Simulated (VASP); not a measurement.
Set up this calculation in VASP 6.6.1, as the native input.

| Quantity | Value |
| --- | --- |
| Task | single point |
| Functional | r2SCAN |
| Potentials or basis | VASP PAW PBE potentials, release 64 (B, N) |
| Cutoff | 520 eV |
| k mesh | 12 × 12 × 4 |
| Occupations | gaussian, width 0.01 eV |
| Spin | no spin polarisation |
| Dipole correction | no |
| Further INCAR settings | ALGO = Normal; EDIFF = 1e-06; NBANDS = 16 |

Crystal: BN.

```
B N
1.0
     2.39705    0.00000    0.00000
    -1.19853    2.07591    0.00000
     0.00000    0.00000    6.60707
B N
2 2
Direct
  0.33333 0.66667 0.25000
  0.66667 0.33333 0.75000
  0.66667 0.33333 0.25000
  0.33333 0.66667 0.75000
```

This cell differs from its parent crystal: strain -4.2%.

The input as run:

POSCAR

```
BN
1.0
    2.3970533401      0.0000000000      0.0000000000
   -1.1985266700      2.0759090868      0.0000000000
    0.0000000000      0.0000000000      6.6070744722
B N
2 2
Direct
    0.3333333333      0.6666666667      0.2500000000
    0.6666666667      0.3333333333      0.7500000000
    0.6666666667      0.3333333333      0.2500000000
    0.3333333333      0.6666666667      0.7500000000
```

INCAR.step1

```
PREC     = Accurate       # precision mode
ENCUT    = 520            # plane-wave cutoff, eV
ISMEAR   = 0              # smearing method
SIGMA    = 0.01           # smearing width, eV
LREAL    = False          # projectors in reciprocal space
LASPH    = True           # aspherical terms in the spheres
NELM     = 100            # most SCF steps
NBANDS   = 16             # bands
GGA      = PE             # functional
ALGO     = Normal         # electronic algorithm
EDIFF    = 1E-4           # SCF threshold, eV
LWAVE    = True           # write WAVECAR
LCHARG   = False          # write CHGCAR
```

INCAR.step2

```
PREC     = Accurate       # precision mode
ENCUT    = 520            # plane-wave cutoff, eV
EDIFF    = 1E-6           # SCF threshold, eV
ISMEAR   = 0              # smearing method
SIGMA    = 0.01           # smearing width, eV
LREAL    = False          # projectors in reciprocal space
LASPH    = True           # aspherical terms in the spheres
NELM     = 100            # most SCF steps
ALGO     = Normal         # electronic algorithm
ISIF     = 2              # what is computed and relaxed
LWAVE    = False          # write WAVECAR
LCHARG   = False          # write CHGCAR
METAGGA  = R2SCAN         # meta-GGA
LMIXTAU  = True         
NBANDS   = 16             # bands
ISTART   = 1
```

KPOINTS

```
regular mesh
0
Gamma
  12 12 4
```

Potentials or basis: VASP PAW PBE potentials, release 64 (B, N).

Run with:

```bash
$ cat potpaw_PBE.64/B/POTCAR potpaw_PBE.64/N/POTCAR > POTCAR
$ cp INCAR.step1 INCAR
$ mpirun -np 1 vasp_std > vasp.out
$ cp INCAR.step2 INCAR
$ mpirun -np 1 vasp_std > vasp.out
```

Results of the run:

* Pressure: 38.7 GPa
* Band gap on the k mesh: 5.08 eV, indirect (least direct gap 5.65 eV)

Caveat: the cell differs from its parent crystal (strain -4.2%); the PAW data sets were made with another functional, which shifts forces and pressure a little.

Run time: 3 min on 1 thread of AMD EPYC 7R43 64-Core Processor (Zen 3), on a shared host, peak memory 0.12 GiB.
